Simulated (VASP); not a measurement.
# Re (I4/mmm) in VASP: further runs

Runs on Re. Level: PBE. Tasks: single point.

Everything below comes from runs of VASP 6.6.1. Logs are shortened: lines on timing, memory, paths and dates and some standing lists are left out, and cuts for length are marked.

### 1 The cell of the first run

Symmetry: I4/mmm, No. 139, tetragonal system. The conventional cell has a = 3.226 Å, b = 3.226 Å, c = 3.022 Å, α = 90.00°, β = 90.00°, γ = 90.00°. Within 3.6 Å of Re (site symmetry 4/mmm) lie 14 Re at 2.74 to 3.23 Å.

### 2 Single point, PBE (15.73 Å³/atom)

INCAR reads:

```
PREC = Accurate ; ENCUT = 560
EDIFF = 1E-6 ; ISMEAR = 0
SIGMA = 0.15 ; LREAL = F
LASPH = T ; NELM = 120
ALGO = Normal ; ISIF = 2
LWAVE = F ; LCHARG = T
GGA = PE ; LELF = T
LVHAR = T ; NBANDS = 14
GGA_COMPAT = F
```

KPOINTS reads:

```
regular mesh
0
Gamma
  10 10 10
```

POSCAR reads:

```
Re
1.0
    0.0000000000      2.2812095924      1.5110732340
    2.2812095924      0.0000000000      1.5110732340
    2.2812095924      2.2812095924      0.0000000000
Re
1
Direct
    0.0000000000      0.0000000000      0.0000000000
```

Potentials or basis: VASP PAW PBE potentials, release 64 (Re_sv_GW).

The run is started by

```
$ cat potpaw_PBE.64/Re_sv_GW/POTCAR > POTCAR
$ mpirun -np 1 vasp_std > vasp.out
```

OUTCAR:

```text
PREC = Accurate
   ENCUT = 560
   EDIFF = 1E-6
   ISMEAR = 0
   LREAL = F
   LASPH = T
   NELM = 120
   ISIF = 2
   GGA = PE

 ion  position               nearest neighbor table
   1  0.000  0.000  0.000-

  LATTYP: Found a body centered tetragonal cell.
 ALAT       =     3.2261175442
 C/A-ratio  =     0.9367750637

  Lattice vectors:

 A1 = (   0.0000000000,  -2.2812095924,  -1.5110732340)
 A2 = (   0.0000000000,   2.2812095924,  -1.5110732340)
 A3 = (   2.2812095924,   0.0000000000,   1.5110732340)

Analysis of symmetry for initial positions (statically):
=====================================================================
 Subroutine PRICEL returns:
 Original cell was already a primitive cell.

 Routine SETGRP: Setting up the symmetry group for a
 body centered tetragonal supercell.

 Subroutine GETGRP returns: Found 16 space group operations
 (whereof 16 operations were pure point group operations)
 out of a pool of 16 trial point group operations.

The static configuration has the point symmetry D_4h.

Analysis of symmetry for dynamics (positions and initial velocities):
=====================================================================
 Subroutine PRICEL returns:
 Original cell was already a primitive cell.

 Routine SETGRP: Setting up the symmetry group for a
 body centered tetragonal supercell.

 Subroutine GETGRP returns: Found 16 space group operations
 (whereof 16 operations were pure point group operations)
 out of a pool of 16 trial point group operations.

The dynamic configuration has the point symmetry D_4h.

 Subroutine INISYM returns: Found 16 space group operations
 (whereof 16 operations are pure point group operations),
 and found     1 'primitive' translations

----------------------------------------------------------------------------------------

                                     Primitive cell

  volume of cell :      15.7270

  direct lattice vectors                    reciprocal lattice vectors
     0.000000000  2.281209592  1.511073234    -0.219181965  0.219181965  0.330890647
     2.281209592  0.000000000  1.511073234     0.219181965 -0.219181965  0.330890647
     2.281209592  2.281209592  0.000000000     0.219181965  0.219181965 -0.330890647

  length of vectors
     2.736285717  2.736285717  3.226117544     0.453398376  0.453398376  0.453398376

  position of ions in fractional coordinates (direct lattice)
     0.000000000  0.000000000  0.000000000

  ion indices of the primitive-cell ions
   primitive index   ion index
                 1           1

----------------------------------------------------------------------------------------

 KPOINTS: regular mesh

Automatic generation of k-mesh.
 Grid dimensions read from file:
 generate k-points for:   10   10   10

 Generating k-lattice:

  Cartesian coordinates                     Fractional coordinates (reciprocal lattice)
    -0.021918196  0.021918196  0.033089065     0.100000000  0.000000000  0.000000000
     0.021918196 -0.021918196  0.033089065     0.000000000  0.100000000  0.000000000
     0.021918196  0.021918196 -0.033089065     0.000000000  0.000000000  0.100000000

  Length of vectors
     0.045339838  0.045339838  0.045339838

  Shift w.r.t. Gamma in fractional coordinates (k-lattice)
     0.000000000  0.000000000  0.000000000

 Subroutine IBZKPT returns following result:
 ===========================================

 Found    102 irreducible k-points:

 Following reciprocal coordinates:
            Coordinates               Weight
  0.000000  0.000000  0.000000      1.000000
  0.100000  0.000000  0.000000      8.000000
  0.200000  0.000000  0.000000      8.000000
  0.300000 -0.000000  0.000000      8.000000
  0.400000  0.000000  0.000000      8.000000
  0.500000 -0.000000  0.000000      4.000000
[... 16 lines left out ...]
  0.300000  0.300000  0.000000      2.000000
  0.400000  0.300000  0.000000      8.000000
 [... further k-points ...]
   k-points           NKPTS =    102   k-points in BZ     NKDIM =    102   number of bands    NBANDS=     14
   number of dos      NEDOS =    301   number of ions     NIONS =      1
   total plane-waves  NPLWV =  16128
   dimension x,y,z NGX =    24 NGY =   24 NGZ =   28
   dimension x,y,z NGXF=    48 NGYF=   48 NGZF=   56
   ions per type =               1
   NGX,Y,Z   is equivalent  to a cutoff of  14.58, 14.58, 14.43 a.u.
   NGXF,Y,Z  is equivalent  to a cutoff of  29.16, 29.16, 28.86 a.u.
 SYSTEM =  unknown system
   PREC   = accura    normal or accurate (medium, high low for compatibility)
   ISTART =      0    job   : 0-new  1-cont  2-samecut
   ICHARG =      2    charge: 1-file 2-atom 10-const
   ISPIN  =      1    spin polarized calculation?
   LNONCOLLINEAR =      F non collinear calculations
   LSORBIT =      F    spin-orbit coupling
   LASPH  =      T    aspherical Exc in radial PAW
   ENCUT  =  560.0 eV  41.16 Ry    6.42 a.u.   5.28  5.28  6.22*2*pi/ulx,y,z
   NELM   =    120;   NELMIN=  2; NELMDL= -5     # of ELM steps
   EDIFF  = 0.1E-05   stopping-criterion for ELM
   LREAL  =      F    real-space projection
   EDIFFG = 0.1E-04   stopping-criterion for IOM
   NSW    =      0    number of steps for IOM
   IBRION =     -1    ionic relax: 0-MD 1-quasi-New 2-CG
   NFREE  =      0    steps in history (QN), initial steepest desc. (CG)
   ISIF   =      2    stress and relaxation
   ISYM   =      2    0-nonsym 1-usesym 2-fastsym
   POTIM  = 0.5000    time-step for ionic-motion
   TEBEG  =    0.0;   TEEND  =   0.0 temperature during run
   PSTRESS=    0.0 pullay stress
   NELECT =      15.0000    total number of electrons
   NUPDOWN=      -1.0000    fix difference up-down
   EMIN   =  10.00;   EMAX   =-10.00  energy-range for DOS
   EFERMI =   0.00;   METHOD = LEGACY
   ISMEAR =     0;   SIGMA  =   0.15  broadening in eV -4-tet -1-fermi 0-gaus
   EFERMI_NEDOS =   21; number of points for ismear=-14 and -15
   IALGO  =     38    algorithm
   IMIX   =      4    mixing-type and parameters
     AMIX     =   0.40;   BMIX     =  1.00
     AMIX_MAG =   1.60;   BMIX_MAG =  1.00
  volume/ion in A,a.u.               =      15.73       106.13
  Fermi-wavevector in a.u.,A,eV,Ry     =   1.611474  3.045244 35.332266  2.596848
  Thomas-Fermi vector in A             =   2.706858
   LORBIT       =      0    0 simple, 1 ext, 2 COOP (PROOUT), +10 PAW based schemes
   GGA     = PE    functional components
   LHFCALC =     F    Hartree Fock is set to
   AEXX    =    0.0000 exact exchange contribution
   IVDW    =     0    specifies the selected vdW correction
   LEPSILON=     F    determine dielectric tensor
   LRPA    =     F    only Hartree local field effects (RPA)
 non-spin polarized calculation
 Gauss-broadening in eV      SIGMA  =   0.15
  energy-cutoff  :      560.00
  volume of cell :       15.73
 maximum number of plane-waves:       489
 NGX is ok and might be reduce to    24
   NGX = 11   NGY = 11   NGZ = 13

 number of electron      14.9999999 magnetization

 Free energy of the ion-electron system (eV)
  ---------------------------------------------------
  ext. energy  EPLUGINS =         0.00000000
  ---------------------------------------------------
  free energy    TOTEN  =       -13.73142446 eV

  energy without entropy =      -13.72002212  energy(sigma->0) =      -13.72572329

 E-fermi :  12.7299     XC(G=0): -13.8301

 val. band max:       12.7215094282   @ k =   0.4000   0.0000   0.2000
 cond. band min:      12.7673137315   @ k =   0.5000  -0.0000   0.4000
 fundamental gap:      0.0458043033
 Fermi energy:        12.7298964355

 k-point     1 :       0.0000    0.0000    0.0000
  band No.  band energies     occupation
      1     -68.0092      2.00000
      2     -29.3408      2.00000
      3     -29.3408      2.00000
      4     -29.2291      2.00000
      5       2.5348      2.00000
      6       9.8032      2.00000
      7      10.6510      2.00000
      8      10.6510      2.00000
      9      13.0035      0.00988
     10      13.9862      0.00000
     11      27.0115      0.00000
     12      27.0115      0.00000
     13      28.2807      0.00000
     14      38.4169      0.00000

 k-point     2 :       0.1000    0.0000    0.0000
  band No.  band energies     occupation
      1     -67.9997      2.00000
      2     -29.4055      2.00000
      3     -29.3736      2.00000
      4     -29.2647      2.00000
      5       2.9998      2.00000
      6       9.7980      2.00000
      7      10.5527      2.00000
      8      10.8200      2.00000
      9      12.9993      0.01109
     10      13.7230      0.00000
     11      27.6490      0.00000
     12      27.8008      0.00000
     13      28.7503      0.00000
     14      35.8200      0.00000

 k-point     3 :       0.2000    0.0000    0.0000
  band No.  band energies     occupation
      1     -67.9758      2.00000
      2     -29.6399      2.00000
      3     -29.4587      2.00000
      4     -29.2902      2.00000
      5       4.2220      2.00000
      6       9.3108      2.00000
      7      10.1648      2.00000
      8      11.9186      2.00000
      9      13.1059      0.00039
     10      13.5403      0.00000
     11      27.8776      0.00000
     12      29.3991      0.00000
     13      29.9716      0.00000
     14      34.3233      0.00000

 k-point     4 :       0.3000   -0.0000    0.0000
  band No.  band energies     occupation
      1     -67.9461      2.00000
      2     -29.9366      2.00000
      3     -29.5627      2.00000
      4     -29.3033      2.00000
      5       5.4942      2.00000
      6       8.6601      2.00000
      7      10.1587      2.00000
      8      13.3560      0.00000
      9      13.7707      0.00000
     10      13.8983      0.00000
     11      26.0866      0.00000
     12      27.5190      0.00000
     13      33.0242      0.00000
     14      33.4334      0.00000

 k-point     5 :       0.4000    0.0000    0.0000
  band No.  band energies     occupation
      1     -67.9222      2.00000
      2     -30.1713      2.00000
      3     -29.6458      2.00000
      4     -29.3120      2.00000
      5       5.8673      2.00000
      6       8.1782      2.00000
      7      11.5688      2.00000
      8      13.5307      0.00000
      9      14.4972      0.00000
     10      15.8257      0.00000
     11      23.6780      0.00000
[... 276 lines left out ...]
 k-point    22 :      -0.2000    0.2000    0.0000
  band No.  band energies     occupation
      1     -67.9490      2.00000
      2     -29.7177      2.00000
      3     -29.5905      2.00000
      4     -29.4357      2.00000
      5       5.5485      2.00000
      6      10.0783      2.00000
      7      10.3588      2.00000
      8      11.0696      2.00000
      9      12.1377      2.00000
     10      14.2721      0.00000
     11      27.5307      0.00000
     12      30.3471      0.00000
     13      30.7576      0.00000
     14      32.3111      0.00000

 k-point    23 :       0.3000    0.3000    0.0000
  band No.  band energies     occupation
      1     -67.8924      2.00000
      2     -29.8620      2.00000
      3     -29.8047      2.00000
      4     -29.8047      2.00000
      5       7.8222      2.00000
      6       8.2153      2.00000
      7      11.4184      2.00000
      8      11.4184      2.00000
      9      13.4539      0.00000
     10      16.1142      0.00000
     11      26.8549      0.00000
     12      28.4523      0.00000
     13      28.4523      0.00000
     14      31.5643      0.00000

 k-point    24 :       0.4000    0.3000    0.0000
  band No.  band energies     occupation
      1     -67.8746      2.00000
      2     -30.0101      2.00000
      3     -29.8995      2.00000
      4     -29.7738      2.00000
      5       7.3993      2.00000
      6       7.8628      2.00000
      7      11.7458      2.00000
      8      12.1609      2.00000
      9      15.1144      0.00000
     10      17.5562      0.00000
     11      24.2867      0.00000
     12      25.6549      0.00000
     13      29.1176      0.00000
     14      32.1080      0.00000

 [... further k-points ...]

------------------------ aborting loop because EDIFF is reached ----------------------------------------

  FORCE on cell =-STRESS in cart. coord.  units (eV):
  Direction    XX          YY          ZZ          XY          YZ          ZX
  --------------------------------------------------------------------------------------
  -------------------------------------------------------------------------------------
  Total       -1.4286659     -1.4286659     -1.4364743      0.0000000      0.0000000      0.0000000
  in kB     -145.5443611   -145.5443611   -146.3398365      0.0000000      0.0000000      0.0000000
  external PRESSURE =    -145.8095195 kB  Pullay stress =       0.0000000 kB

 VOLUME and BASIS-vectors are now :
 -----------------------------------------------------------------------------
  energy-cutoff  :      560.00
  volume of cell :       15.73
      direct lattice vectors                 reciprocal lattice vectors
     0.000000000  2.281209592  1.511073234    -0.219181965  0.219181965  0.330890647
     2.281209592  0.000000000  1.511073234     0.219181965 -0.219181965  0.330890647
     2.281209592  2.281209592  0.000000000     0.219181965  0.219181965 -0.330890647

 POSITION                                       TOTAL-FORCE (eV/Angst)
 -----------------------------------------------------------------------------------
      0.00000      0.00000      0.00000         0.000000      0.000000     -0.000000
 -----------------------------------------------------------------------------------
    total drift:                               -0.000000     -0.000000      0.000000

  FREE ENERGIE OF THE ION-ELECTRON SYSTEM (eV)
  ---------------------------------------------------
  free  energy   TOTEN  =       -13.7314244616 eV

  energy  without entropy=      -13.7200221216  energy(sigma->0) =      -13.72572329
```

It took 24 s on 1 thread of Intel Xeon Platinum 8375C at 2.90GHz (Ice Lake), shared host; peak memory 0.16 GiB.

What came out:

| Property | Result |
| --- | --- |
| Free energy | -13.7314 eV |
| Pressure | -14.6 GPa |
| Band gap on the k mesh | zero (an odd number of electrons rules out a gap without spin polarisation) |

Caveat: the cell stands under tension; spin-orbit coupling is left out, which moves the levels of the heavy elements.

[end of part 1 of 2]

The gap in the log of VASP goes by the Fermi energy; the results here count the filled bands.